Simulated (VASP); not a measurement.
TaAgF3:

```
CELL_PARAMETERS angstrom
5.81001 0.00000 0.00000
-2.90500 5.03162 0.00000
0.00000 -3.35441 4.80512
ATOMIC_POSITIONS crystal
Ta 0.00000 0.00000 0.00000
Ta 0.50000 0.00000 0.50000
F 0.81080 0.51170 0.75300
F 0.24130 0.05210 0.75300
F 0.70090 0.94220 0.75300
F 0.74130 0.94220 0.25300
F 0.20090 0.51170 0.25300
F 0.31080 0.05210 0.25300
Ag 0.24920 0.49840 0.74760
Ag 0.74920 0.49840 0.24760
```

Base run:

- Program: VASP 6.6.1
- Functional: r2SCAN
- Potentials or basis: VASP PAW PBE potentials, release 64 (Ta_pv, F, Ag)
- Cutoff: 520 eV
- k mesh: 4 × 4 × 4
- Occupations: fermi-dirac, width 0.1436 eV
- Spin: no spin polarisation

Its results: band gap on the k mesh zero (bands 43 and 44 overlap by 0.84 eV); pressure 3.9 GPa; largest force 1.158 eV/Å.

Task: The run is repeated on the same cell with these changes: hubbard terms from none to Ta d U = 5.0 eV. What comes out?

Result: Band gap on the k mesh zero (bands 43 and 44 overlap by 0.81 eV); pressure 7.9 GPa; largest force 1.527 eV/Å.

Caveats: the cell stands under pressure; the PAW data sets were made with another functional, which shifts forces and pressure a little; spin-orbit coupling is left out, which moves the levels of the heavy elements; U without spin polarisation on a metal has little footing (at least some runs).
